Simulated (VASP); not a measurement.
# WC (P1) in VASP: further runs, part 2 of 2

VASP 6.6.1. Earlier steps stand in the parts before.

### 3 Single point, PBEsol (atom 2 (C) moved by (-0.300, -0.150) A along x and z)

Contents of INCAR:

```
PREC = Accurate
ENCUT = 520
EDIFF = 1E-6
ISMEAR = 0
SIGMA = 0.15
LREAL = False
LASPH = True
NELM = 80
ALGO = Normal
ISIF = 2
LWAVE = False
LCHARG = True
GGA = PS
LELF = True
LVHAR = True
NBANDS = 16
```

Contents of KPOINTS:

```
regular mesh
0
Gamma
  18 18 16
```

Contents of POSCAR:

```
WC
1.0
    2.9005014360      0.0000000000      0.0000000000
   -1.4502507180      2.5119079273      0.0000000000
    0.0000000000      0.0000000000      2.8290000000
W C
1 1
Direct
    0.0000000000      0.0000000000      0.0000000000
    0.5632362748      0.3333333333      0.4469777306
```

Potentials or basis: VASP PAW PBE potentials, release 64 (W_sv, C).

The run is started by

```
$ cat potpaw_PBE.64/W_sv/POTCAR potpaw_PBE.64/C/POTCAR > POTCAR
$ mpirun -np 1 vasp_std > vasp.out
```

OUTCAR:

```text
PREC = Accurate
   ENCUT = 520
   EDIFF = 1E-6
   ISMEAR = 0
   LREAL = False
   LASPH = True
   NELM = 80
   ISIF = 2
   GGA = PS

 ion  position               nearest neighbor table
   1  0.000  0.000  0.000-   2 1.90   2 2.11   2 2.12   2 2.31   2 2.32   2 2.49
   2  0.563  0.333  0.447-   1 1.90   1 2.11   1 2.12   1 2.31   1 2.32   1 2.49

  LATTYP: Found a hexagonal cell.
 ALAT       =     2.9005014360
 C/A-ratio  =     0.9753485949

  Lattice vectors:

 A1 = (   2.9005014360,   0.0000000000,   0.0000000000)
 A2 = (  -1.4502507180,   2.5119079273,   0.0000000000)
 A3 = (   0.0000000000,   0.0000000000,   2.8290000000)

Analysis of symmetry for initial positions (statically):
=====================================================================
 Subroutine PRICEL returns:
 Original cell was already a primitive cell.

 Routine SETGRP: Setting up the symmetry group for a
 hexagonal supercell.

 Subroutine GETGRP returns: Found  1 space group operations
 (whereof  1 operations were pure point group operations)
 out of a pool of 24 trial point group operations.

The static configuration has the point symmetry C_1 .

Analysis of symmetry for dynamics (positions and initial velocities):
=====================================================================
 Subroutine PRICEL returns:
 Original cell was already a primitive cell.

 Routine SETGRP: Setting up the symmetry group for a
 hexagonal supercell.

 Subroutine GETGRP returns: Found  1 space group operations
 (whereof  1 operations were pure point group operations)
 out of a pool of 24 trial point group operations.

The dynamic configuration has the point symmetry C_1 .

 Subroutine INISYM returns: Found  1 space group operations
 (whereof  1 operations are pure point group operations),
 and found     1 'primitive' translations

----------------------------------------------------------------------------------------

                                     Primitive cell

[... 111 lines left out ...]
  volume/ion in A,a.u.               =      10.31        69.55
  Fermi-wavevector in a.u.,A,eV,Ry     =   1.564813  2.957068 33.315762  2.448639
  Thomas-Fermi vector in A             =   2.667381
   LORBIT       =      0    0 simple, 1 ext, 2 COOP (PROOUT), +10 PAW based schemes
   GGA     = PS    functional components
   LHFCALC =     F    Hartree Fock is set to
   AEXX    =    0.0000 exact exchange contribution
   IVDW    =     0    specifies the selected vdW correction
   LEPSILON=     F    determine dielectric tensor
   LRPA    =     F    only Hartree local field effects (RPA)
 non-spin polarized calculation
 Gauss-broadening in eV      SIGMA  =   0.15
  energy-cutoff  :      520.00
  volume of cell :       20.61
 maximum number of plane-waves:       580
 NGX is ok and might be reduce to    24
   NGX = 11   NGY = 11   NGZ = 11

 number of electron      18.0000001 magnetization

 Free energy of the ion-electron system (eV)
  ---------------------------------------------------
  ext. energy  EPLUGINS =         0.00000000
  ---------------------------------------------------
  free energy    TOTEN  =       -22.98985934 eV

  energy without entropy =      -22.98587737  energy(sigma->0) =      -22.98786836

 E-fermi :  11.3175     XC(G=0): -13.9262

 val. band max:       11.3172102473   @ k =   0.1667   0.0000   0.4375
 cond. band min:      11.3201483561   @ k =  -0.3889   0.4444  -0.4375
 fundamental gap:      0.0029381088
 Fermi energy:        11.3174948899

 k-point     1 :       0.0000    0.0000    0.0000
  band No.  band energies     occupation
      1     -62.7646      2.00000
      2     -26.8464      2.00000
      3     -26.7013      2.00000
      4     -26.6620      2.00000
      5      -3.4603      2.00000
      6       6.0345      2.00000
[... 433 lines left out ...]
      3     -26.8792      2.00000
      4     -26.7084      2.00000
      5      -0.1024      2.00000
      6       3.9576      2.00000
[... 8 lines left out ...]
     15      23.4999      0.00000
     16      26.8113      0.00000

 [... further k-points ...]

------------------------ aborting loop because EDIFF is reached ----------------------------------------

  FORCE on cell =-STRESS in cart. coord.  units (eV):
  Direction    XX          YY          ZZ          XY          YZ          ZX
  --------------------------------------------------------------------------------------
  -------------------------------------------------------------------------------------
  Total        2.0211835      1.7922037      4.0049696      2.0854845      0.9168589      2.3402037
  in kB      157.1109915    139.3118922    311.3150053    162.1092540     71.2694417    181.9091326
  external PRESSURE =     202.5792963 kB  Pullay stress =       0.0000000 kB

 VOLUME and BASIS-vectors are now :
 -----------------------------------------------------------------------------
  energy-cutoff  :      520.00
  volume of cell :       20.61
      direct lattice vectors                 reciprocal lattice vectors
     2.900501436  0.000000000  0.000000000     0.344767973  0.199051882  0.000000000
    -1.450250718  2.511907927  0.000000000     0.000000000  0.398103764  0.000000000
     0.000000000  0.000000000  2.829000000     0.000000000  0.000000000  0.353481796

 POSITION                                       TOTAL-FORCE (eV/Angst)
 -----------------------------------------------------------------------------------
      0.00000      0.00000      0.00000        -4.771658     -1.137625     -2.944317
      1.15025      0.83730      1.26450         4.771658      1.137625      2.944317
 -----------------------------------------------------------------------------------
    total drift:                                0.000076      0.000240      0.000494

  FREE ENERGIE OF THE ION-ELECTRON SYSTEM (eV)
  ---------------------------------------------------
  free  energy   TOTEN  =       -22.9898593387 eV

  energy  without entropy=      -22.9858773735  energy(sigma->0) =      -22.98786836
```

stdout:

```text
POSCAR found type information on POSCAR W C
 POSCAR found :  2 types and       2 ions
 scaLAPACK will be used
 -----------------------------------------------------------------------------
|                                                                             |
|                                                                             |
|     You enforced a specific xc type in the INCAR file but a different       |
|     I HOPE YOU KNOW WHAT YOU ARE DOING!                                     |
|                                                                             |
 -----------------------------------------------------------------------------

 LDA part: xc-table for (Slater+PW92), standard interpolation
 POSCAR, INCAR and KPOINTS ok, starting setup
 FFT: planning ... GRIDC
 FFT: planning ... GRID_SOFT
 FFT: planning ... GRID
 WAVECAR not read
 entering main loop
```

Run time: 13 min. Hardware: 1 thread of AMD EPYC 7R43 (Zen 3), shared host; peak memory 0.84 GiB.

What came out:

| Quantity | Value |
| --- | --- |
| Free energy | -22.9899 eV |
| Pressure | 20.3 GPa |
| Largest force | 5.721 eV/Å |
| Band gap on the k mesh | zero (bands 9 and 10 overlap by 1.40 eV) |

Forces in eV/Å, atoms in the order of the input:
```
W   -4.772 -1.138 -2.944
C    4.772  1.138  2.944
```

Stress tensor (GPa, compression positive):
```
15.71 16.21 18.19
16.21 13.93  7.13
18.19  7.13 31.13
```

Caveat: the cell differs from its parent crystal (atom 2 (C) moved by (-0.300, -0.150) A along x and z); the cell stands under pressure; the PAW data sets were made with another functional, which shifts forces and pressure a little; spin-orbit coupling is left out, which moves the levels of the heavy elements.
